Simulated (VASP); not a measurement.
Write the native input for VASP 6.6.1 that does the following.

| Property | Result |
| --- | --- |
| Task | relaxation of cell and atoms |
| Functional | r2SCAN |
| Potentials or basis | VASP PAW PBE potentials, release 64 (Cu) |
| Cutoff | 600 eV |
| k mesh | 8 × 8 × 8 |
| Occupations | gaussian, width 0.05 eV |
| Spin | no spin polarisation |
| Target pressure | 30 GPa |
| Dipole correction | no |
| Further INCAR settings | ALGO = Normal; EDIFF = 1e-07; IBRION = 2; EDIFFG = -0.01; NSW = 80; ISIF = 3 |

Crystal: Cu.

```
CELL_PARAMETERS angstrom
0.00000 2.48500 2.48500
2.48500 0.00000 2.48500
2.48500 2.48500 0.00000
ATOMIC_POSITIONS crystal
Cu 0.00000 0.00000 0.00000
Cu 0.25000 0.25000 0.25000
```

This isn't the form of Cu at room conditions, which is fcc.

One way to write it, as run:

POSCAR

```
Cu
1.0
    0.0000000000      2.4850000000      2.4850000000
    2.4850000000      0.0000000000      2.4850000000
    2.4850000000      2.4850000000      0.0000000000
Cu
2
Direct
    0.0000000000      0.0000000000      0.0000000000
    0.2500000000      0.2500000000      0.2500000000
```

INCAR.step1

```
SYSTEM = Cu
PREC = Accurate ; ENCUT = 600
ISMEAR = 0 ; SIGMA = 0.05
LREAL = .FALSE. ; LASPH = .TRUE.
NELM = 60 ; GGA = PE
ALGO = Normal ; EDIFF = 1E-4
LWAVE = .TRUE. ; LCHARG = .FALSE.
```

INCAR.step2

```
SYSTEM = Cu
PREC = Accurate ; ENCUT = 600
EDIFF = 1E-7 ; ISMEAR = 0
SIGMA = 0.05 ; LREAL = .FALSE.
LASPH = .TRUE. ; NELM = 60
ALGO = Normal ; ISIF = 3
LWAVE = .FALSE. ; LCHARG = .FALSE.
METAGGA = R2SCAN ; LMIXTAU = .TRUE.
IBRION = 2 ; NSW = 80
EDIFFG = -0.01 ; PSTRESS = 300.0
ISTART = 1
```

KPOINTS

```
Automatic mesh
0
G
  8 8 8
  0 0 0
```

Potentials or basis: VASP PAW PBE potentials, release 64 (Cu).

Launch:

```sh
$ cat potpaw_PBE.64/Cu/POTCAR > POTCAR
$ cp INCAR.step1 INCAR
$ mpirun -np 1 vasp_std > vasp.out
$ cp INCAR.step2 INCAR
$ mpirun -np 1 vasp_std > vasp.out
```

Results of the run:

```json
{"Relaxed volume": "14.15 Å³/atom", "Relaxed cell": "a = 3.420 Å, b = 3.420 Å, c = 3.420 Å, α = 60.00°, β = 60.00°, γ = 60.00°", "Space group after relaxing (to 0.1 Å)": "Fd-3m (No. 227)", "Energy change on relaxing (the run minimises the enthalpy)": "+170.8 meV/atom", "Ionic steps": "4", "Pressure after relaxing": "29.9 GPa", "Band gap on the k mesh": "zero (bands 11 and 12 overlap by 1.26 eV)"}
```

Caveat: the cell is relaxed towards a set pressure, so the run minimises the enthalpy, not the energy; the PAW data sets were made with another functional, which shifts forces and pressure a little.

It took 2.2 min on 1 thread of Intel(R) Xeon(R) 6975P-C (Granite Rapids), on a shared host, peak memory 0.17 GiB.
